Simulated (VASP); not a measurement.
Input of a VASP 6.6.1 run:

The input INCAR:

```
SYSTEM = GeW
PREC = Accurate
ENCUT = 520
EDIFF = 1E-6
ISMEAR = -1
SIGMA = 0.05
LREAL = .False.
LASPH = .True.
NELM = 150
ALGO = Normal
ISIF = 2
LWAVE = .False.
LCHARG = .False.
LMAXMIX = 4
LDAU = .True.
LDAUTYPE = 2
LDAUL = -1 2
LDAUU = 0 1
LDAUJ = 0 0
LDAUPRINT = 1
GGA = PE
NBANDS = 21
```

File KPOINTS:

```
regular mesh
0
Gamma
  9 9 9
  0 0 0
```

The input POSCAR:

```
GeW
1.0
    0.0000000000      2.5783793629      2.5783793629
    2.5783793629      0.0000000000      2.5783793629
    2.5783793629      2.5783793629      0.0000000000
Ge W
1 1
Direct
    0.5000000000      0.5000000000      0.5000000000
    0.0000000000      0.0000000000      0.0000000000
```

Potentials or basis: VASP PAW PBE potentials, release 64 (Ge_d, W_sv).

Run with:

```sh
$ cat potpaw_PBE.64/Ge_d/POTCAR potpaw_PBE.64/W_sv/POTCAR > POTCAR
$ mpirun -np 1 vasp_std > vasp.out
```

Problem. What does it give for the pressure?

Solution. 1.1 GPa.

Problem. What does it give for the band gap on the k mesh?

Solution. Zero (band 14 reaches 9.63 eV, above the bottom of band 15 at 7.94 eV).

Eigenvalues of the final occupation matrices:
| site | spin | trace | eigenvalues |
| --- | --- | --- | --- |
| site 2 d | 1 | 1.72 | 0.31 0.31 0.31 0.39 0.39 |
| site 2 d | 2 | 1.72 | 0.31 0.31 0.31 0.39 0.39 |

Caveat: spin-orbit coupling is left out, which moves the levels of the heavy elements; U without spin polarisation on a metal has little footing; the U is typed as a test and isn't derived for this compound.
